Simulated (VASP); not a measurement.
# Ti (P6/mmm) in VASP: further runs, part 2 of 2

VASP 6.6.1.

### 3 Single point, r2SCAN (strained)

Input file POSCAR:

```
Ti
1.0
    4.4812798150      0.0000000000      0.0000000000
   -2.2406399075      3.8809021613      0.0000000000
    0.0000000000      0.0000000000      2.6033949093
Ti
3
Direct
    0.0000000000      0.0000000000      0.0000000000
    0.3333333333      0.6666666667      0.5000000000
    0.6666666667      0.3333333333      0.5000000000
```

Input file INCAR.step1:

```
SYSTEM = Ti
PREC     = Accurate       ! precision mode
ENCUT    = 520            ! plane-wave cutoff, eV
ISMEAR   = 0              ! smearing method
SIGMA    = 0.1            ! smearing width, eV
LREAL    = .FALSE.        ! projectors in reciprocal space
LASPH    = .TRUE.         ! aspherical terms in the spheres
NELM     = 80             ! most SCF steps
NBANDS   = 25             ! bands
GGA      = PE             ! functional
ALGO     = Normal         ! electronic algorithm
EDIFF    = 1E-4           ! SCF threshold, eV
LWAVE    = .TRUE.         ! write WAVECAR
LCHARG   = .FALSE.        ! write CHGCAR
```

Input file INCAR.step2:

```
SYSTEM = Ti
PREC     = Accurate       ! precision mode
ENCUT    = 520            ! plane-wave cutoff, eV
EDIFF    = 1E-6           ! SCF threshold, eV
ISMEAR   = 0              ! smearing method
SIGMA    = 0.1            ! smearing width, eV
LREAL    = .FALSE.        ! projectors in reciprocal space
LASPH    = .TRUE.         ! aspherical terms in the spheres
NELM     = 80             ! most SCF steps
ALGO     = Normal         ! electronic algorithm
ISIF     = 2              ! what is computed and relaxed
LWAVE    = .FALSE.        ! write WAVECAR
LCHARG   = .FALSE.        ! write CHGCAR
METAGGA  = R2SCAN         ! meta-GGA
LMIXTAU  = .TRUE.       
NBANDS   = 25             ! bands
ISTART   = 1
```

Input file KPOINTS:

```
regular mesh
0
G
  12 12 14
  0 0 0
```

Potentials or basis: VASP PAW PBE potentials, release 64 (Ti_sv).

Command:

```console
$ cat potpaw_PBE.64/Ti_sv/POTCAR > POTCAR
$ cp INCAR.step1 INCAR
$ mpirun -np 1 vasp_std > vasp.out
$ cp INCAR.step2 INCAR
$ mpirun -np 1 vasp_std > vasp.out
```

OUTCAR:

```text
SYSTEM = Ti
   PREC = Accurate
   ENCUT = 520
   EDIFF = 1E-6
   ISMEAR = 0
   LREAL = .FALSE.
   LASPH = .TRUE.
   NELM = 80
   ISIF = 2
   METAGGA = R2SCAN
   ISTART = 1

 ion  position               nearest neighbor table
   1  0.000  0.000  0.000-   2 2.90   3 2.90   2 2.90   3 2.90   3 2.90   3 2.90   2 2.90   2 2.90
                             3 2.90   3 2.90   2 2.90   2 2.90
   2  0.333  0.667  0.500-   3 2.59   3 2.59   3 2.59   1 2.90   1 2.90   1 2.90   1 2.90   1 2.90
                             1 2.90
   3  0.667  0.333  0.500-   2 2.59   2 2.59   2 2.59   1 2.90   1 2.90   1 2.90   1 2.90   1 2.90
                             1 2.90

  LATTYP: Found a hexagonal cell.
 ALAT       =     4.4812798150
 C/A-ratio  =     0.5809489737

  Lattice vectors:

 A1 = (   4.4812798150,   0.0000000000,   0.0000000000)
 A2 = (  -2.2406399075,   3.8809021613,   0.0000000000)
 A3 = (   0.0000000000,   0.0000000000,   2.6033949093)

Analysis of symmetry for initial positions (statically):
=====================================================================
 Subroutine PRICEL returns:
 Original cell was already a primitive cell.
[... 170 lines left out ...]

  energy without entropy =      -38.46907797  energy(sigma->0) =      -38.47519238

 E-fermi :   9.7469     XC(G=0): -13.1445

 val. band max:        9.7408526363   @ k =   0.5000  -0.0000   0.0714
 cond. band min:       9.7523954713   @ k =   0.0000   0.0000   0.0714
 fundamental gap:      0.0115428351
 Fermi energy:         9.7468914930

 k-point     1 :       0.0000    0.0000    0.0000
  band No.  band energies     occupation
      1     -49.1369      2.00000
      2     -48.8995      2.00000
      3     -48.7172      2.00000
      4     -24.4453      2.00000
      5     -24.4453      2.00000
      6     -24.4314      2.00000
[... 661 lines left out ...]
     24      12.3102      0.00000
     25      13.3144      0.00000

 [... further k-points ...]

------------------------ aborting loop because EDIFF is reached ----------------------------------------

  FORCE on cell =-STRESS in cart. coord.  units (eV):
  Direction    XX          YY          ZZ          XY          YZ          ZX
  --------------------------------------------------------------------------------------
  -------------------------------------------------------------------------------------
  Total        3.6414406      3.6414406      8.6569097      0.0000000      0.0000000      0.0000000
  in kB      128.8572917    128.8572917    306.3364402      0.0000000      0.0000000      0.0000000
  external PRESSURE =     188.0170078 kB  Pullay stress =       0.0000000 kB

 VOLUME and BASIS-vectors are now :
 -----------------------------------------------------------------------------
  energy-cutoff  :      520.00
  volume of cell :       45.28
      direct lattice vectors                 reciprocal lattice vectors
     4.481279815  0.000000000  0.000000000     0.223150538  0.128836023  0.000000000
    -2.240639907  3.880902161  0.000000000     0.000000000  0.257672046  0.000000000
     0.000000000  0.000000000  2.603394909     0.000000000  0.000000000  0.384113834

 POSITION                                       TOTAL-FORCE (eV/Angst)
 -----------------------------------------------------------------------------------
      0.00000      0.00000      0.00000        -0.000000      0.000000     -0.000000
     -0.00000      2.58727      1.30170        -0.000000      0.000000      0.000000
      2.24064      1.29363      1.30170         0.000000     -0.000000     -0.000000
 -----------------------------------------------------------------------------------
    total drift:                                0.000000      0.000000     -0.000000

  FREE ENERGIE OF THE ION-ELECTRON SYSTEM (eV)
  ---------------------------------------------------
  free  energy   TOTEN  =       -38.4813067849 eV

  energy  without entropy=      -38.4690779707  energy(sigma->0) =      -38.47519238
```

It took 5 min on 1 thread of Intel Xeon 6975P-C (Granite Rapids), shared host; peak memory 0.27 GiB.

What came out:

- Free energy: -38.4813 eV
- Pressure: 18.8 GPa
- Band gap on the k mesh: zero (bands 18 and 19 overlap by 0.30 eV)

Caveat: the cell differs from its parent crystal (strained); the stress differs along the axes, from 13 to 31 GPa; the PAW data sets were made with another functional, which shifts forces and pressure a little.
